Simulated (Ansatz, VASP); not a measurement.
CaW2: VASP beside Ansatz

INCAR

```
SYSTEM = CaW2
PREC = Accurate
ENCUT = 520
EDIFF = 1E-6
ISMEAR = 0
SIGMA = 0.1
LREAL = .FALSE.
LASPH = .TRUE.
NELM = 100
ALGO = Normal
ISIF = 2
LWAVE = .FALSE.
LCHARG = .TRUE.
GGA = PE
LELF = .TRUE.
LVHAR = .TRUE.
NBANDS = 26
```

KPOINTS

```
regular mesh
0
G
  6 6 6
  0 0 0
```

The input POSCAR:

```
CaW2
1.0
    5.1853158800      0.0000000000      0.0000000000
   -2.5926579400      4.4906152800      0.0000000000
    0.0000000000      0.0000000000      3.1785986300
Ca W
1 2
Direct
    0.0000000000      0.0000000000      0.0000000000
    0.3333333300      0.6666666700      0.5000000000
    0.6666666700      0.3333333300      0.5000000000
```

Input for Ansatz:

```yaml
crystal:
  lattice:
    - [5.18531588, 0.0, 0.0]
    - [-2.59265794, 4.49061528, 0.0]
    - [0.0, 0.0, 3.17859863]
  atoms:
    - { symbol: Ca, position: [0.0, 0.0, 0.0] }
    - { symbol: W, position: [0.33333333, 0.66666667, 0.5] }
    - { symbol: W, position: [0.66666667, 0.33333333, 0.5] }
basis:
  ecutwfc: 420
kpoints:
  mp_grid: { grid: [6, 6, 6] }
hamiltonian:
  xc: pbe
scf:
  occupations: { method: gaussian, width: 0.1 }
  lower_state_search: "off"
output:
  forces: true
  stress: true
  eigenvalues: true
```

Alike in both runs: task single point; functional PBE; k mesh 6 × 6 × 6; occupations gaussian, width 0.1 eV; no spin polarisation.

|  | VASP | Ansatz |
| --- | --- | --- |
| version | VASP 6.6.1 | Ansatz 0.2.0 |
| potentials or method | VASP PAW PBE potentials, release 64 (Ca_sv, W_sv), cutoff 520 eV | scalar-relativistic, plane waves, PAW |
| valence electrons in the cell | 38 | 38 |

```tsv
	VASP	Ansatz	Ansatz less VASP
gap on the k mesh at the Fermi level (eV)	none	none	-
pressure (GPa)	-19.2	-19.3	-0.05
traceless stress, the component that is largest in VASP (GPa)	0.95	0.97	+0.020
```

A gap of «none» marks a metal or a gap that the smearing closes. The functional is the same, so the differences come from potentials, cutoffs and numerics.

Neither program's run includes spin-orbit coupling.
